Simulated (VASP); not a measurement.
# TlBr (Pm-3m) in VASP: notebook

The runs below take TlBr through electric field gradients, with LDA, PBEsol, r2SCAN, PBE.

Everything below comes from runs of VASP 6.6.1. Logs are shortened: lines on timing, memory, paths and dates and some standing lists are left out, and cuts for length are marked.

**1. The cell of the first run**

It takes space group Pm-3m (No. 221, cubic). Conventional cell: a = 3.970 Å, b = 3.970 Å, c = 3.970 Å, α = 90.00°, β = 90.00°, γ = 90.00°. Tl (site symmetry m-3m) has 8 Br at 3.44 Å and 6 Tl at 3.97 Å within 4.5 Å. Br (site symmetry m-3m) has 8 Tl at 3.44 Å and 6 Br at 3.97 Å within 4.5 Å.

**2. Electric field gradients, LDA**

INCAR

```
SYSTEM = TlBr
ALGO = Normal
EDIFF = 1E-8
ENCUT = 400
GGA_COMPAT = .False.
ISIF = 2
ISMEAR = -1
LASPH = .True.
LCHARG = .False.
LEFG = .True.
LREAL = .False.
LWAVE = .False.
NBANDS = 17
NELM = 120
PREC = Accurate
SIGMA = 0.03
```

KPOINTS

```
k-points
0
Gamma
  8 8 8
  0 0 0
```

POSCAR

```
TlBr
1.0
    3.9700000000      0.0000000000      0.0000000000
    0.0000000000      3.9700000000      0.0000000000
    0.0000000000      0.0000000000      3.9700000000
Tl Br
1 1
Direct
    0.0000000000      0.0000000000      0.0000000000
    0.5000000000      0.5000000000      0.5000000000
```

Potentials or basis: VASP PAW LDA potentials, release 64 (Tl_d, Br).

Started as:

```
$ cat potpaw_LDA.64/Tl_d/POTCAR potpaw_LDA.64/Br/POTCAR > POTCAR
$ mpirun -np 1 vasp_std > vasp.out
```

OUTCAR:

```text
SYSTEM = TlBr
   EDIFF = 1E-8
   ENCUT = 400
   ISIF = 2
   ISMEAR = -1
   LASPH = .True.
   LREAL = .False.
   NELM = 120
   PREC = Accurate

 ion  position               nearest neighbor table
   1  0.000  0.000  0.000-   2 3.44   2 3.44   2 3.44   2 3.44   2 3.44   2 3.44   2 3.44   2 3.44

   2  0.500  0.500  0.500-   1 3.44   1 3.44   1 3.44   1 3.44   1 3.44   1 3.44   1 3.44   1 3.44

  LATTYP: Found a simple cubic cell.
 ALAT       =     3.9700000000

  Lattice vectors:

 A1 = (   3.9700000000,   0.0000000000,   0.0000000000)
 A2 = (   0.0000000000,   3.9700000000,   0.0000000000)
 A3 = (   0.0000000000,   0.0000000000,   3.9700000000)

Analysis of symmetry for initial positions (statically):
=====================================================================
 Subroutine PRICEL returns:
 Original cell was already a primitive cell.

 Routine SETGRP: Setting up the symmetry group for a
 simple cubic supercell.

 Subroutine GETGRP returns: Found 48 space group operations
 (whereof 48 operations were pure point group operations)
 out of a pool of 48 trial point group operations.

The static configuration has the point symmetry O_h .

Analysis of symmetry for dynamics (positions and initial velocities):
=====================================================================
 Subroutine PRICEL returns:
 Original cell was already a primitive cell.

 Routine SETGRP: Setting up the symmetry group for a
 simple cubic supercell.

 Subroutine GETGRP returns: Found 48 space group operations
 (whereof 48 operations were pure point group operations)
 out of a pool of 48 trial point group operations.

The dynamic configuration has the point symmetry O_h .

 Subroutine INISYM returns: Found 48 space group operations
 (whereof 48 operations are pure point group operations),
 and found     1 'primitive' translations

----------------------------------------------------------------------------------------

                                     Primitive cell

  volume of cell :      62.5708

  direct lattice vectors                    reciprocal lattice vectors
     3.970000000  0.000000000  0.000000000     0.251889169  0.000000000  0.000000000
     0.000000000  3.970000000  0.000000000     0.000000000  0.251889169  0.000000000
     0.000000000  0.000000000  3.970000000     0.000000000  0.000000000  0.251889169

  length of vectors
     3.970000000  3.970000000  3.970000000     0.251889169  0.251889169  0.251889169

  position of ions in fractional coordinates (direct lattice)
     0.000000000  0.000000000  0.000000000
     0.500000000  0.500000000  0.500000000

  ion indices of the primitive-cell ions
   primitive index   ion index
                 1           1
                 2           2

----------------------------------------------------------------------------------------

 KPOINTS: k-points

Automatic generation of k-mesh.
 Grid dimensions read from file:
 generate k-points for:    8    8    8

 Generating k-lattice:

  Cartesian coordinates                     Fractional coordinates (reciprocal lattice)
     0.031486146  0.000000000  0.000000000     0.125000000  0.000000000  0.000000000
     0.000000000  0.031486146  0.000000000     0.000000000  0.125000000  0.000000000
     0.000000000  0.000000000  0.031486146     0.000000000  0.000000000  0.125000000

  Length of vectors
     0.031486146  0.031486146  0.031486146

  Shift w.r.t. Gamma in fractional coordinates (k-lattice)
     0.000000000  0.000000000  0.000000000

 Subroutine IBZKPT returns following result:
 ===========================================

 Found     35 irreducible k-points:

 Following reciprocal coordinates:
            Coordinates               Weight
  0.000000  0.000000  0.000000      1.000000
  0.125000  0.000000  0.000000      6.000000
  0.250000  0.000000  0.000000      6.000000
  0.375000  0.000000  0.000000      6.000000
  0.500000  0.000000  0.000000      3.000000
  0.125000  0.125000  0.000000     12.000000
[... 16 lines left out ...]
  0.375000  0.375000  0.125000     24.000000
  0.500000  0.375000  0.125000     24.000000
 [... further k-points ...]
   k-points           NKPTS =     35   k-points in BZ     NKDIM =     35   number of bands    NBANDS=     17
   number of dos      NEDOS =    301   number of ions     NIONS =      2
   total plane-waves  NPLWV =  21952
   dimension x,y,z NGX =    28 NGY =   28 NGZ =   28
   dimension x,y,z NGXF=    56 NGYF=   56 NGZF=   56
   ions per type =               1   1
   NGX,Y,Z   is equivalent  to a cutoff of  11.73, 11.73, 11.73 a.u.
   NGXF,Y,Z  is equivalent  to a cutoff of  23.45, 23.45, 23.45 a.u.
 SYSTEM =  TlBr
   PREC   = accura    normal or accurate (medium, high low for compatibility)
   ISTART =      0    job   : 0-new  1-cont  2-samecut
   ICHARG =      2    charge: 1-file 2-atom 10-const
   ISPIN  =      1    spin polarized calculation?
   LNONCOLLINEAR =      F non collinear calculations
   LSORBIT =      F    spin-orbit coupling
   LASPH  =      T    aspherical Exc in radial PAW
   ENCUT  =  400.0 eV  29.40 Ry    5.42 a.u.   6.47  6.47  6.47*2*pi/ulx,y,z
   NELM   =    120;   NELMIN=  2; NELMDL= -5     # of ELM steps
   EDIFF  = 0.1E-07   stopping-criterion for ELM
   LREAL  =      F    real-space projection
   EDIFFG = 0.1E-06   stopping-criterion for IOM
   NSW    =      0    number of steps for IOM
   IBRION =     -1    ionic relax: 0-MD 1-quasi-New 2-CG
   NFREE  =      0    steps in history (QN), initial steepest desc. (CG)
   ISIF   =      2    stress and relaxation
   ISYM   =      2    0-nonsym 1-usesym 2-fastsym
   POTIM  = 0.5000    time-step for ionic-motion
   TEBEG  =    0.0;   TEEND  =   0.0 temperature during run
   PSTRESS=    0.0 pullay stress
   NELECT =      20.0000    total number of electrons
   NUPDOWN=      -1.0000    fix difference up-down
   EMIN   =  10.00;   EMAX   =-10.00  energy-range for DOS
   EFERMI =   0.00;   METHOD = LEGACY
   ISMEAR =    -1;   SIGMA  =   0.03  broadening in eV -4-tet -1-fermi 0-gaus
   EFERMI_NEDOS =   21; number of points for ismear=-14 and -15
   IALGO  =     38    algorithm
   IMIX   =      4    mixing-type and parameters
     AMIX     =   0.40;   BMIX     =  1.00
     AMIX_MAG =   1.60;   BMIX_MAG =  1.00
  volume/ion in A,a.u.               =      31.29       211.12
  Fermi-wavevector in a.u.,A,eV,Ry     =   1.119337  2.115241 17.046958  1.252916
  Thomas-Fermi vector in A             =   2.255976
   LORBIT       =      0    0 simple, 1 ext, 2 COOP (PROOUT), +10 PAW based schemes
   GGA     = CA    functional components
   LHFCALC =     F    Hartree Fock is set to
   AEXX    =    0.0000 exact exchange contribution
   IVDW    =     0    specifies the selected vdW correction
   LEPSILON=     F    determine dielectric tensor
   LRPA    =     F    only Hartree local field effects (RPA)
 non-spin polarized calculation
  energy-cutoff  :      400.00
  volume of cell :       62.57
 maximum number of plane-waves:      1157
 NGX is ok and might be reduce to    28
   NGX = 13   NGY = 13   NGZ = 13

 number of electron      20.0000003 magnetization

 Free energy of the ion-electron system (eV)
  ---------------------------------------------------
  ext. energy  EPLUGINS =         0.00000000
  ---------------------------------------------------
  free energy    TOTEN  =        -6.50583399 eV

  energy without entropy =       -6.50583399  energy(sigma->0) =       -6.50583399

 E-fermi :   2.9168     XC(G=0):  -9.4161

 val. band max:        2.2933202598   @ k =   0.5000   0.0000   0.0000
 cond. band min:       3.9218082219   @ k =   0.5000   0.0000   0.0000
 fundamental gap:      1.6284879621
 Fermi energy:         2.9167932637

 k-point     1 :       0.0000    0.0000    0.0000
  band No.  band energies     occupation
      1     -11.5004      2.00000
      2      -7.8070      2.00000
      3      -7.8070      2.00000
      4      -7.6240      2.00000
      5      -7.6240      2.00000
      6      -7.6240      2.00000
[... 9 lines left out ...]
     16      13.3624      0.00000
     17      15.7000      0.00000

 k-point     2 :       0.1250    0.0000    0.0000
  band No.  band energies     occupation
      1     -11.4661      2.00000
      2      -7.8054      2.00000
      3      -7.7866      2.00000
      4      -7.6336      2.00000
      5      -7.6336      2.00000
      6      -7.6232      2.00000
[... 9 lines left out ...]
     16      14.2495      0.00000
     17      15.3922      0.00000

 k-point     3 :       0.2500    0.0000    0.0000
  band No.  band energies     occupation
      1     -11.3806      2.00000
      2      -7.8014      2.00000
      3      -7.7385      2.00000
      4      -7.6564      2.00000
      5      -7.6564      2.00000
      6      -7.6212      2.00000
[... 9 lines left out ...]
     16      14.1676      0.00000
     17      15.4067      0.00000

 k-point     4 :       0.3750    0.0000    0.0000
  band No.  band energies     occupation
      1     -11.2908      2.00000
      2      -7.7974      2.00000
      3      -7.6925      2.00000
      4      -7.6791      2.00000
      5      -7.6791      2.00000
      6      -7.6191      2.00000
[... 9 lines left out ...]
     16      13.6996      0.00000
     17      15.7696      0.00000

 k-point     5 :       0.5000    0.0000    0.0000
  band No.  band energies     occupation
      1     -11.2522      2.00000
      2      -7.7957      2.00000
      3      -7.6884      2.00000
      4      -7.6884      2.00000
      5      -7.6742      2.00000
      6      -7.6183      2.00000
[... 9 lines left out ...]
     16      15.3517      0.00000
     17      15.7825      0.00000

 k-point     6 :       0.1250    0.1250    0.0000
  band No.  band energies     occupation
      1     -11.4340      2.00000
      2      -7.7946      2.00000
      3      -7.7749      2.00000
      4      -7.6411      2.00000
      5      -7.6341      2.00000
      6      -7.6308      2.00000
[... 9 lines left out ...]
     16      13.8962      0.00000
     17      14.6515      0.00000
[... 281 lines left out ...]
 k-point    21 :       0.3750    0.2500    0.1250
  band No.  band energies     occupation
      1     -11.1999      2.00000
      2      -7.7345      2.00000
      3      -7.6940      2.00000
      4      -7.6624      2.00000
      5      -7.6440      2.00000
      6      -7.6434      2.00000
[... 9 lines left out ...]
     16      13.4449      0.00000
     17      14.4832      0.00000

 k-point    22 :       0.5000    0.2500    0.1250
  band No.  band energies     occupation
      1     -11.1723      2.00000
      2      -7.7314      2.00000
      3      -7.7034      2.00000
      4      -7.6565      2.00000
      5      -7.6485      2.00000
      6      -7.6241      2.00000
[... 9 lines left out ...]
     16      13.0653      0.00000
     17      15.2015      0.00000

 k-point    23 :       0.3750    0.3750    0.1250
  band No.  band energies     occupation
      1     -11.1485      2.00000
      2      -7.7170      2.00000
      3      -7.6905      2.00000
      4      -7.6777      2.00000
      5      -7.6427      2.00000
      6      -7.6030      2.00000
[... 9 lines left out ...]
     16      13.0954      0.00000
     17      14.4710      0.00000

 k-point    24 :       0.5000    0.3750    0.1250
  band No.  band energies     occupation
      1     -11.1268      2.00000
      2      -7.7115      2.00000
      3      -7.6939      2.00000
      4      -7.6766      2.00000
      5      -7.6450      2.00000
      6      -7.5836      2.00000
[... 9 lines left out ...]
     16      13.0747      0.00000
     17      14.8270      0.00000

 [... further k-points ...]
[... 5 lines left out ...]
  --------------------------------------------------------------------------------------
  -------------------------------------------------------------------------------------
  Total       -1.0249606     -1.0249606     -1.0249606      0.0000000      0.0000000      0.0000000
  in kB      -26.2449804    -26.2449804    -26.2449804      0.0000000      0.0000000      0.0000000
  external PRESSURE =     -26.2449804 kB  Pullay stress =       0.0000000 kB

 VOLUME and BASIS-vectors are now :
 -----------------------------------------------------------------------------
  energy-cutoff  :      400.00
  volume of cell :       62.57
      direct lattice vectors                 reciprocal lattice vectors
     3.970000000  0.000000000  0.000000000     0.251889169  0.000000000  0.000000000
     0.000000000  3.970000000  0.000000000     0.000000000  0.251889169  0.000000000
     0.000000000  0.000000000  3.970000000     0.000000000  0.000000000  0.251889169

 POSITION                                       TOTAL-FORCE (eV/Angst)
 -----------------------------------------------------------------------------------
      0.00000      0.00000      0.00000         0.000000      0.000000      0.000000
      1.98500      1.98500      1.98500         0.000000      0.000000      0.000000
 -----------------------------------------------------------------------------------
    total drift:                               -0.000000      0.000000      0.000000

  FREE ENERGIE OF THE ION-ELECTRON SYSTEM (eV)
  ---------------------------------------------------
  free  energy   TOTEN  =        -6.5058339889 eV

  energy  without entropy=       -6.5058339888  energy(sigma->0) =       -6.50583399

 Electric field gradients (V/A^2)
---------------------------------------------------------------------
 ion       V_xx      V_yy      V_zz      V_xy      V_xz      V_yz
---------------------------------------------------------------------
   1      -0.000    -0.000     0.000     0.000    -0.000     0.000
   2       0.000     0.000    -0.000    -0.000     0.000     0.000
---------------------------------------------------------------------

 Electric field gradients after diagonalization (V/A^2)
 (convention: |V_zz| > |V_xx| > |V_yy|)
----------------------------------------------------------------------
 ion       V_xx      V_yy      V_zz     asymmetry (V_yy - V_xx)/ V_zz
----------------------------------------------------------------------
   1      -0.000    -0.000     0.000       0.042
   2       0.000    -0.000     0.000      -0.691
----------------------------------------------------------------------

           NMR quadrupolar parameters

 Cq : quadrupolar parameter    Cq=e*Q*V_zz/h
 eta: asymmetry parameters     (V_yy - V_xx)/ V_zz
 Q  : nuclear electric quadrupole moment in mb (millibarn)
----------------------------------------------------------------------
 ion       Cq(MHz)       eta       Q (mb)
----------------------------------------------------------------------
   1       0.000       0.042       1.000
   2       0.000      -0.691       1.000
----------------------------------------------------------------------
```

Run time: 16 s. Hardware: 1 thread of Intel Xeon Platinum 8488C (Sapphire Rapids), shared host; peak memory 0.15 GiB.

What came out:

* Free energy: -6.5058 eV
* Pressure: -2.6 GPa
* Band gap on the k mesh: 1.63 eV, direct

Levels at points of the mesh, in eV from the valence-band top:
```
           k point  band 8  band 9  band 10  band 11  band 12  band 13
(0.00, 0.00, 0.00)   -1.34   -1.34    -1.34     6.82     6.82     7.10
(0.50, 0.00, 0.00)   -0.81   -0.81     0.00     1.63     5.61     5.61
(0.50, 0.50, 0.00)   -3.04   -3.04    -0.73     4.73     4.73     7.25
(0.50, 0.50, 0.50)   -1.97   -1.97    -1.97     1.92     1.92     1.92
```

Caveat: without QUAD_EFG the Cq values of the log hold for a quadrupole moment of 1 mb, not for the nuclei; spin-orbit coupling is left out, which moves the levels of the heavy elements. As with any semilocal functional, this LDA gap is likely too small.

**3. Electric field gradients, PBEsol**

INCAR

```
SYSTEM = TlBr
  ALGO = Normal
  EDIFF = 1E-8
  ENCUT = 400
  GGA = PS
  GGA_COMPAT = .FALSE.
  ISIF = 2
  ISMEAR = -1
  LASPH = .TRUE.
  LCHARG = .FALSE.
  LEFG = .TRUE.
  LREAL = .FALSE.
  LWAVE = .FALSE.
  NBANDS = 17
  NELM = 120
  PREC = Accurate
  SIGMA = 0.03
```

KPOINTS

```
k-points
0
G
  8 8 8
  0 0 0
```

POSCAR is that of step 2.

Potentials or basis: VASP PAW PBE potentials, release 64 (Tl_d, Br).

Started as:

```
$ cat potpaw_PBE.64/Tl_d/POTCAR potpaw_PBE.64/Br/POTCAR > POTCAR
$ mpirun -np 1 vasp_std > vasp.out
```

OUTCAR:

```text
SYSTEM = TlBr
   EDIFF = 1E-8
   ENCUT = 400
   GGA = PS
   ISIF = 2
   ISMEAR = -1
   LASPH = .TRUE.
   LREAL = .FALSE.
   NELM = 120
   PREC = Accurate

 ion  position               nearest neighbor table
   1  0.000  0.000  0.000-   2 3.44   2 3.44   2 3.44   2 3.44   2 3.44   2 3.44   2 3.44   2 3.44

   2  0.500  0.500  0.500-   1 3.44   1 3.44   1 3.44   1 3.44   1 3.44   1 3.44   1 3.44   1 3.44

  LATTYP: Found a simple cubic cell.
 ALAT       =     3.9700000000

  Lattice vectors:

 A1 = (   3.9700000000,   0.0000000000,   0.0000000000)
[... 694 lines left out ...]
  free  energy   TOTEN  =        -6.0228775493 eV

  energy  without entropy=       -6.0228775493  energy(sigma->0) =       -6.02287755

 Electric field gradients (V/A^2)
---------------------------------------------------------------------
 ion       V_xx      V_yy      V_zz      V_xy      V_xz      V_yz
---------------------------------------------------------------------
   1      -0.000    -0.000    -0.000    -0.000    -0.000    -0.000
   2      -0.000    -0.000    -0.000    -0.000    -0.000    -0.000
---------------------------------------------------------------------

 Electric field gradients after diagonalization (V/A^2)
 (convention: |V_zz| > |V_xx| > |V_yy|)
----------------------------------------------------------------------
 ion       V_xx      V_yy      V_zz     asymmetry (V_yy - V_xx)/ V_zz
----------------------------------------------------------------------
   1      -0.000    -0.000    -0.000      -0.359
   2      -0.000    -0.000    -0.000      -0.046
----------------------------------------------------------------------

           NMR quadrupolar parameters

 Cq : quadrupolar parameter    Cq=e*Q*V_zz/h
 eta: asymmetry parameters     (V_yy - V_xx)/ V_zz
 Q  : nuclear electric quadrupole moment in mb (millibarn)
----------------------------------------------------------------------
 ion       Cq(MHz)       eta       Q (mb)
----------------------------------------------------------------------
   1      -0.000      -0.359       1.000
   2      -0.000      -0.046       1.000
----------------------------------------------------------------------
```

stdout:

```text
POSCAR found type information on POSCAR TlBr
 POSCAR found :  2 types and       2 ions
 scaLAPACK will be used
 -----------------------------------------------------------------------------
|                                                                             |
|                                                                             |
|     You enforced a specific xc type in the INCAR file but a different       |
|     I HOPE YOU KNOW WHAT YOU ARE DOING!                                     |
|                                                                             |
 -----------------------------------------------------------------------------

 LDA part: xc-table for (Slater+PW92), standard interpolation
 POSCAR, INCAR and KPOINTS ok, starting setup
 FFT: planning ... GRIDC
 FFT: planning ... GRID_SOFT
 FFT: planning ... GRID
 WAVECAR not read
 entering main loop
ion   1

ion   2
```

Run time: 18 s. Hardware: 1 thread of Intel Xeon Platinum 8488C (Sapphire Rapids), shared host; peak memory 0.17 GiB.

What came out:

* Free energy: -6.0229 eV
* Pressure: -1.1 GPa
* Band gap on the k mesh: 1.71 eV, direct

Levels at points of the mesh, in eV from the valence-band top:
```
           k point  band 8  band 9  band 10  band 11  band 12  band 13
(0.00, 0.00, 0.00)   -1.35   -1.35    -1.35     6.85     6.85     7.20
(0.50, 0.00, 0.00)   -0.83   -0.83     0.00     1.71     5.69     5.69
(0.50, 0.50, 0.00)   -3.03   -3.03    -0.74     4.81     4.81     7.36
(0.50, 0.50, 0.50)   -1.98   -1.98    -1.98     2.00     2.00     2.00
```

Caveat: without QUAD_EFG the Cq values of the log hold for a quadrupole moment of 1 mb, not for the nuclei; the PAW data sets were made with another functional, which shifts forces and pressure a little; spin-orbit coupling is left out, which moves the levels of the heavy elements. As with any semilocal functional, this PBEsol gap is likely too small.

(Part 1 of 2 ends here.)
